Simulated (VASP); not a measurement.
K2SiB2:

```
K Si B
1.0
     1.96841   -7.23770    0.00000
     1.96841    7.23770    0.00000
     0.00000    0.00000    3.81625
K Si B
2 1 2
Direct
  0.36344 0.63656 0.50000
  0.63656 0.36344 0.50000
  0.00000 0.00000 0.00000
  0.20109 0.79891 0.00000
  0.79891 0.20109 0.00000
```

The cell was built from a structure type or drawn by symmetry, and may not be a known phase.

```yaml
Program: VASP 6.6.1
Task: relaxation of cell and atoms
Functional: PBE
Potentials_or_basis: VASP PAW PBE potentials, release 64 (K_sv, Si, B)
Cutoff: 600 eV
k_mesh: 4 × 4 × 4
Occupations: gaussian, width 0.1 eV
Spin: no spin polarisation
```

At the start: pressure -1.5 GPa; volume 21.75 Å³/atom.

Question: How do energy, volume and symmetry change on relaxing?

Answer: Over 23 steps the energy falls by 982.2 meV/atom and the volume is 20.40 Å³/atom (-6.2 %); space group Cmmm (No. 65, to 0.1 Å) before and after.

Step by step:
| step | energy change (eV) | largest force (eV/Å) | pressure (GPa) | volume (Å³) |
| --- | --- | --- | --- | --- |
| 1 | 0.0000 | 1.9564 | -1.54 | 108.74 |
| 2 | -0.7722 | 1.5040 | -1.85 | 105.27 |
| 3 | -2.3976 | 1.2344 | 0.15 | 92.77 |
| 4 | -2.8376 | 1.1252 | 0.23 | 91.55 |
| 5 | -3.7075 | 1.4439 | 2.64 | 86.97 |
| 6 | -3.7134 | 2.0798 | 4.86 | 84.89 |
| 7 | -3.7399 | 1.7370 | 3.92 | 85.69 |
| 8 | -4.0577 | 1.2930 | 2.74 | 87.22 |
| 9 | -4.6244 | 0.6027 | 0.80 | 91.57 |
| 10 | -3.9031 | 1.4529 | 0.12 | 99.06 |
| 11 | -4.6878 | 0.4341 | 0.20 | 93.42 |
| 12 | -4.7625 | 0.4032 | 0.06 | 93.99 |
| 13 | -4.8219 | 0.4519 | -0.03 | 95.18 |
| 14 | -4.8473 | 0.3677 | 0.22 | 95.23 |
| 15 | -4.8760 | 0.1395 | 0.82 | 95.34 |
| 16 | -4.8932 | 0.0459 | 0.49 | 97.12 |
| 17 | -4.8987 | 0.0545 | 0.23 | 98.87 |
| 18 | -4.9034 | 0.0272 | -0.14 | 100.12 |
| 19 | -4.9048 | 0.0645 | -0.66 | 102.01 |
| 20 | -4.9066 | 0.0677 | -0.62 | 102.25 |
| 21 | -4.9093 | 0.0873 | -0.47 | 102.98 |
| 22 | -4.9104 | 0.0560 | -0.30 | 102.59 |
| 23 | -4.9110 | 0.0136 | -0.02 | 101.98 |

Final structure:
```yaml
crystal:
  lattice:
    - [1.55676, -6.24723, 0.00000]
    - [1.55676, 6.24723, 0.00000]
    - [0.00000, 0.00000, 5.24320]
  atoms:
    - { symbol: K, position: [0.37238, 0.62762, 0.50000] }
    - { symbol: K, position: [0.62762, 0.37238, 0.50000] }
    - { symbol: Si, position: [0.00000, 0.00000, 0.00000] }
    - { symbol: B, position: [0.23712, 0.76288, 0.00000] }
    - { symbol: B, position: [0.76288, 0.23712, 0.00000] }
```

Caveat: the k points lie up to 0.52 Å⁻¹ apart in the final cell; a cell axis changed by over 15 % at a fixed basis, so the end point is rough.
